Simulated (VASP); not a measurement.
Crystal: CuO.

```xyz
6
Lattice="4.1609 0.0000 0.0000 0.0000 4.1609 0.0000 0.0000 0.0000 3.8876" Properties=species:S:1:pos:R:3 pbc="T T T"
Cu    2.0805    0.0000    1.9438
Cu    0.0000    2.0805    1.9438
Cu    0.0000    0.0000    0.0000
O     0.0000    0.0000    1.9438
O     2.0805    0.0000    0.0000
O     0.0000    2.0805    0.0000
```

| Property | Result |
| --- | --- |
| Program | VASP 6.6.1 |
| Task | relaxation of cell and atoms |
| Functional | LDA |
| Potentials or basis | VASP PAW LDA potentials, release 64 (Cu, O) |
| Cutoff | 600 eV |
| k mesh | 7 × 7 × 7 |
| Occupations | fermi-dirac, width 0.05 eV |
| Spin | no spin polarisation |

At the start: pressure -11.0 GPa; volume 11.22 Å³/atom.

How do energy, volume and symmetry change on relaxing?

Over 11 steps the energy falls by 28.7 meV/atom and the volume is 10.39 Å³/atom (-7.4 %); space group P4/mmm (No. 123, to 0.1 Å) before and after.

The path:
| step | energy change (eV) | largest force (eV/Å) | pressure (GPa) | volume (Å³) |
| --- | --- | --- | --- | --- |
| 1 | 0.0000 | 0.0000 | -10.98 | 67.31 |
| 2 | -0.0401 | 0.0000 | 11.04 | 60.08 |
| 3 | -0.1607 | 0.0000 | -0.58 | 63.26 |
| 4 | -0.1607 | 0.0000 | -0.36 | 63.18 |
| 5 | -0.1679 | 0.0000 | -0.11 | 62.82 |
| 6 | -0.1721 | 0.0000 | 0.25 | 62.33 |
| 7 | -0.1721 | 0.0000 | 0.15 | 62.30 |
| 8 | -0.1721 | 0.0000 | 0.22 | 62.24 |
| 9 | -0.1721 | 0.0000 | 0.25 | 62.27 |
| 10 | -0.1720 | 0.0000 | -0.38 | 62.44 |
| 11 | -0.1722 | 0.0000 | -0.07 | 62.34 |

Final structure:
```
CELL_PARAMETERS angstrom
4.04021 0.00000 0.00000
0.00000 4.04021 0.00000
0.00000 0.00000 3.81903
ATOMIC_POSITIONS crystal
Cu 0.50000 0.00000 0.50000
Cu 0.00000 0.50000 0.50000
Cu 0.00000 0.00000 0.00000
O 0.00000 0.00000 0.50000
O 0.50000 0.00000 0.00000
O 0.00000 0.50000 0.00000
```

Caveat: an odd number of electrons without spin polarisation forces a metal; a magnetic or distorted state may lie lower.
